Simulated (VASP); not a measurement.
# CdF2: single point with PBEsol

Crystal: CdF2.

```xyz
3
Lattice="0.0000 2.6240 2.6240 2.6240 0.0000 2.6240 2.6240 2.6240 0.0000" Properties=species:S:1:pos:R:3 pbc="T T T"
Cd    0.0000    0.0000    0.0000
F     1.3120    1.3120    1.3120
F     3.9361    3.9361    3.9361
```

| Quantity | Value |
| --- | --- |
| Program | VASP 6.6.1 |
| Task | single point |
| Functional | PBEsol |
| Potentials or basis | VASP PAW PBE potentials, release 64 (Cd_sv_GW, F) |
| Cutoff | 700 eV |
| k mesh | 6 × 6 × 6 |
| Occupations | gaussian, width 0.01 eV |
| Spin | no spin polarisation |

| Item | Value |
| --- | --- |
| Pressure | 9.6 GPa |
| Band gap on the k mesh | 3.22 eV (least direct gap 3.58 eV) |

Levels at points of the mesh, in eV from the valence-band top:
```csv
k point,band 14,band 15,band 16,band 17,band 18,band 19,band 20,band 21
"(0.00, 0.00, 0.00)",-1.20,-0.36,-0.36,-0.36,3.22,12.87,12.87,12.87
"(0.50, 0.00, 0.00)",-2.19,-2.19,-0.31,-0.31,7.70,9.21,15.04,15.04
"(0.50, 0.50, 0.00)",-3.16,-0.68,-0.08,-0.08,8.56,9.94,11.86,14.83
```

It took 12 s on 1 thread of Intel(R) Xeon(R) 6975P-C (Granite Rapids), on a shared host, peak memory 0.18 GiB.

Caveat: the cell stands under pressure; the PAW data sets were made with another functional, which shifts forces and pressure a little. A k mesh can miss the band edges.
